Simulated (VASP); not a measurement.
Mg, 1 atom in the cell. Symmetry: I4/mmm, No. 139, tetragonal system. The conventional cell has a = 3.874 Å, b = 3.874 Å, c = 3.858 Å, α = 90.00°, β = 90.00°, γ = 90.00°. Mg (site symmetry 4/mmm) has 14 Mg at 3.35 to 3.87 Å within 4.4 Å. This isn't the form of Mg at room conditions, which is hcp. This cell differs from its parent crystal: Ca replaced by Mg, lengths x 0.881, strained.

```yaml
Program: VASP 6.6.1
Task: single point
Functional: PBEsol
Potentials_or_basis: VASP PAW PBE potentials, release 64 (Mg)
Cutoff: 520 eV
k_mesh: 6 × 6 × 6
Occupations: gaussian, width 0.1 eV
Spin: no spin polarisation
Dipole_correction: no
Further_INCAR_settings: ALGO = Normal; EDIFF = 1e-06; NBANDS = 7
```

Potentials or basis: VASP PAW PBE potentials, release 64 (Mg).

Launch:

```bash
$ cat potpaw_PBE.64/Mg/POTCAR > POTCAR
$ mpirun -np 1 vasp_std > vasp.out
```

Hardware: 1 thread of Intel(R) Xeon(R) 6975P-C (Granite Rapids), on a shared host.

Problem. Estimate the wall time of this run.

Solution. Wall time 2.8 s on 1 thread of Intel(R) Xeon(R) 6975P-C (Granite Rapids), with other jobs on the host, peak memory 0.15 GiB. Counts: scf iterations 9, k points 30.
